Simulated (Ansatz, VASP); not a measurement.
# Re: VASP beside Ansatz

```xyz
2
Lattice="2.7392 0.0000 0.0000 -1.3696 2.3722 0.0000 0.0000 0.0000 4.4119" Properties=species:S:1:pos:R:3 pbc="T T T"
Re    0.0000    1.5815    1.1030
Re    1.3696    0.7907    3.3089
```

Alike in both runs: task single point; functional LDA; k mesh 13 × 13 × 7; occupations fermi-dirac, width 0.6 eV; no spin polarisation.

|  | VASP | Ansatz |
| --- | --- | --- |
| version | VASP 6.6.1 | Ansatz 0.2.0 |
| potentials or method | VASP PAW LDA potentials, release 64 (Re_sv_GW), cutoff 560 eV | plane waves (420 eV) with PAW, scalar-relativistic |
| valence electrons in the cell | 30 | 30 |

VASP gave:

```
pressure (GPa)                                                : 6.8
traceless stress, the component that is largest in VASP (GPa) : -1.61
```

What did Ansatz give for the same quantities?

Pressure (GPa): 6.8; traceless stress, the component that is largest in VASP (GPa): -1.58.

Ansatz warns that its potentials were made for another functional, while VASP's fit it. LDA's correlation is that of Perdew and Zunger in VASP and of Perdew and Wang (1992) in Ansatz.

Neither program's run includes spin-orbit coupling.
